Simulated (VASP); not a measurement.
# LuSc (P-6m2) in VASP: relaxation of cell and atoms with PBE

Aim: the relaxation of cell and atoms of LuSc with PBE.

Everything below comes from runs of VASP 6.6.1. Logs are shortened: lines on timing, memory, paths and dates and some standing lists are left out, and cuts for length are marked.

### 1 The cell of the first run

The structure is hexagonal, space group P-6m2 (No. 187). Conventional cell: a = 3.417 Å, b = 3.417 Å, c = 5.303 Å, α = 90.00°, β = 90.00°, γ = 120.00°. Lu (site symmetry -6m2) has 6 Sc at 3.30 Å and 6 Lu at 3.42 Å within 4.3 Å. Within 4.3 Å of Sc (site symmetry -6m2) lie 6 Lu at 3.30 Å and 6 Sc at 3.42 Å.

The cell was generated, and may not be a known phase.

### 2 Relaxation of cell and atoms, PBE

INCAR

```
SYSTEM = LuSc
ALGO = Fast ; EDIFF = 1E-7
EDIFFG = -0.01 ; ENCUT = 600
GGA = PE ; IBRION = 2
ISIF = 3 ; ISMEAR = 0
LASPH = .TRUE. ; LCHARG = .FALSE.
LREAL = .FALSE. ; LWAVE = .FALSE.
NELM = 100 ; NSW = 100
PREC = Accurate ; SIGMA = 0.1
```

KPOINTS

```
k-points
0
G
  18 18 8
  0 0 0
```

POSCAR

```
LuSc
1.0
    3.4169504321      0.0000000000      0.0000000000
   -1.7084752160      2.9591658776      0.0000000000
    0.0000000000      0.0000000000      5.3030831778
Lu Sc
1 1
Direct
    0.6666666667      0.3333333333      0.0000000000
    0.0000000000      0.0000000000      0.5000000000
```

Potentials or basis: VASP PAW PBE potentials, release 64 (Lu, Sc_sv).

The run is started by

```
> cat potpaw_PBE.64/Lu/POTCAR potpaw_PBE.64/Sc_sv/POTCAR > POTCAR
> mpirun -np 1 vasp_std > vasp.out
```

OUTCAR:

```text
SYSTEM = LuSc
   EDIFF = 1E-7
   EDIFFG = -0.01
   ENCUT = 600
   GGA = PE
   IBRION = 2
   ISIF = 3
   ISMEAR = 0
   LASPH = .TRUE.
   LREAL = .FALSE.
   NELM = 100
   NSW = 100
   PREC = Accurate

 ion  position               nearest neighbor table
   1  0.667  0.333  0.000-   2 3.30   2 3.30   2 3.30   2 3.30   2 3.30   2 3.30
   2  0.000  0.000  0.500-   1 3.30   1 3.30   1 3.30   1 3.30   1 3.30   1 3.30

  LATTYP: Found a hexagonal cell.
 ALAT       =     3.4169504321
 C/A-ratio  =     1.5519930076

  Lattice vectors:

 A1 = (   3.4169504321,   0.0000000000,   0.0000000000)
 A2 = (  -1.7084752160,   2.9591658776,   0.0000000000)
 A3 = (   0.0000000000,   0.0000000000,   5.3030831778)

Analysis of symmetry for initial positions (statically):
=====================================================================
 Subroutine PRICEL returns:
 Original cell was already a primitive cell.

 Routine SETGRP: Setting up the symmetry group for a
 hexagonal supercell.

 Subroutine GETGRP returns: Found 12 space group operations
 (whereof 12 operations were pure point group operations)
 out of a pool of 24 trial point group operations.

The static configuration has the point symmetry D_3h.

Analysis of symmetry for dynamics (positions and initial velocities):
=====================================================================
 Subroutine PRICEL returns:
 Original cell was already a primitive cell.

 Routine SETGRP: Setting up the symmetry group for a
 hexagonal supercell.

 Subroutine GETGRP returns: Found 12 space group operations
 (whereof 12 operations were pure point group operations)
 out of a pool of 24 trial point group operations.

The dynamic configuration has the point symmetry D_3h.

 Subroutine INISYM returns: Found 12 space group operations
 (whereof 12 operations are pure point group operations),
 and found     1 'primitive' translations

----------------------------------------------------------------------------------------

                                     Primitive cell

  volume of cell :      53.6212

  direct lattice vectors                    reciprocal lattice vectors
     3.416950432  0.000000000  0.000000000     0.292658621  0.168966533  0.000000000
    -1.708475216  2.959165878  0.000000000     0.000000000  0.337933067  0.000000000
     0.000000000  0.000000000  5.303083178     0.000000000  0.000000000  0.188569548

  length of vectors
     3.416950432  3.416950432  5.303083178     0.337933067  0.337933067  0.188569548

  position of ions in fractional coordinates (direct lattice)
     0.666666667  0.333333333  0.000000000
     0.000000000  0.000000000  0.500000000

  ion indices of the primitive-cell ions
   primitive index   ion index
                 1           1
                 2           2

----------------------------------------------------------------------------------------

 KPOINTS: k-points

Automatic generation of k-mesh.
 Grid dimensions read from file:
 generate k-points for:   18   18    8

 Generating k-lattice:

  Cartesian coordinates                     Fractional coordinates (reciprocal lattice)
     0.016258812  0.009387030  0.000000000     0.055555556  0.000000000  0.000000000
     0.000000000  0.018774059  0.000000000     0.000000000  0.055555556  0.000000000
     0.000000000  0.000000000  0.023571194     0.000000000  0.000000000  0.125000000

  Length of vectors
[... 49 lines left out ...]
   ISPIN  =      1    spin polarized calculation?
   LNONCOLLINEAR =      F non collinear calculations
   LSORBIT =      F    spin-orbit coupling
   LASPH  =      T    aspherical Exc in radial PAW
   ENCUT  =  600.0 eV  44.10 Ry    6.64 a.u.   6.82  6.82 10.59*2*pi/ulx,y,z
   NELM   =    100;   NELMIN=  2; NELMDL= -5     # of ELM steps
   EDIFF  = 0.1E-06   stopping-criterion for ELM
   LREAL  =      F    real-space projection
   EDIFFG = -.1E-01   stopping-criterion for IOM
   NSW    =    100    number of steps for IOM
   IBRION =      2    ionic relax: 0-MD 1-quasi-New 2-CG
   NFREE  =      1    steps in history (QN), initial steepest desc. (CG)
   ISIF   =      3    stress and relaxation
   ISYM   =      2    0-nonsym 1-usesym 2-fastsym
   POTIM  = 0.5000    time-step for ionic-motion
   TEBEG  =    0.0;   TEEND  =   0.0 temperature during run
   PSTRESS=    0.0 pullay stress
   NELECT =      36.0000    total number of electrons
   NUPDOWN=      -1.0000    fix difference up-down
   EMIN   =  10.00;   EMAX   =-10.00  energy-range for DOS
   EFERMI =   0.00;   METHOD = LEGACY
   ISMEAR =     0;   SIGMA  =   0.10  broadening in eV -4-tet -1-fermi 0-gaus
   EFERMI_NEDOS =   21; number of points for ismear=-14 and -15
   IALGO  =     68    algorithm
   IMIX   =      4    mixing-type and parameters
     AMIX     =   0.40;   BMIX     =  1.00
     AMIX_MAG =   1.60;   BMIX_MAG =  1.00
  volume/ion in A,a.u.               =      26.81       180.93
  Fermi-wavevector in a.u.,A,eV,Ry     =   1.433497  2.708917 27.958806  2.054914
  Thomas-Fermi vector in A             =   2.553009
   LORBIT       =      0    0 simple, 1 ext, 2 COOP (PROOUT), +10 PAW based schemes
   GGA     = PE    functional components
   LHFCALC =     F    Hartree Fock is set to
   AEXX    =    0.0000 exact exchange contribution
   IVDW    =     0    specifies the selected vdW correction
   LEPSILON=     F    determine dielectric tensor
   LRPA    =     F    only Hartree local field effects (RPA)
 conjugate gradient relaxation of ions
 non-spin polarized calculation
 RMM-DIIS sequential band-by-band and
 Gauss-broadening in eV      SIGMA  =   0.10
  energy-cutoff  :      600.00
  volume of cell :       53.62
 maximum number of plane-waves:      1818
 NGX is ok and might be reduce to    28
   NGX = 13   NGY = 13   NGZ = 21

--------------------------------------- Ionic step        1  -------------------------------------------

 number of electron      36.0000006 magnetization

 Free energy of the ion-electron system (eV)
  ---------------------------------------------------
  ext. energy  EPLUGINS =         0.00000000
  ---------------------------------------------------
  free energy    TOTEN  =       -10.74660677 eV

  energy without entropy =      -10.72763368  energy(sigma->0) =      -10.73712022

------------------------ aborting loop EDIFF was not reached (unconverged)  ----------------------------

  FORCE on cell =-STRESS in cart. coord.  units (eV):
  Direction    XX          YY          ZZ          XY          YZ          ZX
  --------------------------------------------------------------------------------------
  -------------------------------------------------------------------------------------
  Total        0.0726627      0.0726627      0.0582308      0.0000000      0.0000000      0.0000000
  in kB        2.1711285      2.1711285      1.7399098      0.0000000      0.0000000      0.0000000
  external PRESSURE =       2.0273889 kB  Pullay stress =       0.0000000 kB

 VOLUME and BASIS-vectors are now :
 -----------------------------------------------------------------------------
  energy-cutoff  :      600.00
  volume of cell :       53.62
      direct lattice vectors                 reciprocal lattice vectors
     3.416950432  0.000000000  0.000000000     0.292658621  0.168966533  0.000000000
    -1.708475216  2.959165878  0.000000000     0.000000000  0.337933067  0.000000000
     0.000000000  0.000000000  5.303083178     0.000000000  0.000000000  0.188569548

 POSITION                                       TOTAL-FORCE (eV/Angst)
 -----------------------------------------------------------------------------------
      1.70848      0.98639      0.00000         0.000000     -0.000000      0.000000
      0.00000      0.00000      2.65154        -0.000000      0.000000      0.000000
 -----------------------------------------------------------------------------------
    total drift:                                0.000001     -0.000000      0.000000

  FREE ENERGIE OF THE ION-ELECTRON SYSTEM (eV)
  ---------------------------------------------------
  free  energy   TOTEN  =       -10.7466067653 eV

  energy  without entropy=      -10.7276336833  energy(sigma->0) =      -10.73712022

--------------------------------------- Ionic step        2  -------------------------------------------

 number of electron      36.0000008 magnetization

 Free energy of the ion-electron system (eV)
  ---------------------------------------------------
  ext. energy  EPLUGINS =         0.00000000
  ---------------------------------------------------
  free energy    TOTEN  =       -10.74682517 eV

  energy without entropy =      -10.72768280  energy(sigma->0) =      -10.73725399

 E-fermi :   2.8670     XC(G=0): -10.2898

 val. band max:        2.8638189726   @ k =   0.3333   0.0556   0.1250
 cond. band min:       2.8723284523   @ k =   0.3333   0.2778   0.5000
 fundamental gap:      0.0085094797
 Fermi energy:         2.8670146463

 k-point     1 :       0.0000    0.0000    0.0000
  band No.  band energies     occupation
      1     -53.1737      2.00000
      2     -46.6758      2.00000
      3     -25.3608      2.00000
      4     -25.1961      2.00000
      5     -25.1961      2.00000
      6     -23.8269      2.00000
[... 589 lines left out ...]
     21       4.3531      0.00000
     22       4.9219      0.00000

 [... further k-points ...]

------------------------ aborting loop because EDIFF is reached ----------------------------------------

  FORCE on cell =-STRESS in cart. coord.  units (eV):
  Direction    XX          YY          ZZ          XY          YZ          ZX
  --------------------------------------------------------------------------------------
  -------------------------------------------------------------------------------------
  Total        0.0118196      0.0118196      0.0104711      0.0000000      0.0000000      0.0000000
  in kB        0.3514363      0.3514363      0.3113396      0.0000000      0.0000000      0.0000000
  external PRESSURE =       0.3380707 kB  Pullay stress =       0.0000000 kB

 VOLUME and BASIS-vectors are now :
 -----------------------------------------------------------------------------
  energy-cutoff  :      600.00
  volume of cell :       53.88
      direct lattice vectors                 reciprocal lattice vectors
     3.422939390  0.000000000  0.000000000     0.292146569  0.168670900 -0.000000000
    -1.711469695  2.964352467  0.000000000    -0.000000000  0.337341801 -0.000000000
     0.000000000  0.000000000  5.310531907    -0.000000000 -0.000000000  0.188305054

 POSITION                                       TOTAL-FORCE (eV/Angst)
 -----------------------------------------------------------------------------------
      1.71147      0.98812      0.00000         0.000000     -0.000000     -0.000000
      3.42294      0.00000      2.65527        -0.000000      0.000000      0.000000
 -----------------------------------------------------------------------------------
    total drift:                                0.000001     -0.000000      0.000000

  FREE ENERGIE OF THE ION-ELECTRON SYSTEM (eV)
  ---------------------------------------------------
  free  energy   TOTEN  =       -10.7468251745 eV

  energy  without entropy=      -10.7276828037  energy(sigma->0) =      -10.73725399

 reached required accuracy - stopping structural energy minimisation
```

Wall time 27 min (1 thread of Intel Xeon Platinum 8488C (Sapphire Rapids), shared host); peak memory 0.46 GiB.

What came out:

| Item | Value |
| --- | --- |
| Free energy | -10.7468 eV |
| Relaxed volume | 26.94 Å³/atom |
| Relaxed cell | a = 3.423 Å, b = 3.423 Å, c = 5.311 Å, α = 90.00°, β = 90.00°, γ = 120.00° |
| Space group after relaxing (to 0.1 Å) | P-6m2 (No. 187) |
| Energy gained by relaxing | 0.1 meV/atom |
| Ionic steps | 2 |
| Pressure after relaxing | 0.0 GPa |
| Band gap on the k mesh | zero (bands 18 and 19 overlap by 1.50 eV) |

The path:
```
step  energy change (eV)  largest force (eV/Å)  pressure (GPa)  volume (Å³)
   1              0.0000                0.0000            0.20        53.62
   2             -0.0002                0.0000            0.03        53.88
```

Final structure:
```yaml
crystal:
  lattice:
    - [3.42294, 0.00000, 0.00000]
    - [-1.71147, 2.96435, 0.00000]
    - [0.00000, 0.00000, 5.31053]
  atoms:
    - { symbol: Lu, position: [0.66667, 0.33333, 0.00000] }
    - { symbol: Sc, position: [0.00000, 0.00000, 0.50000] }
```

Caveat: spin-orbit coupling is left out, which moves the levels of the heavy elements.
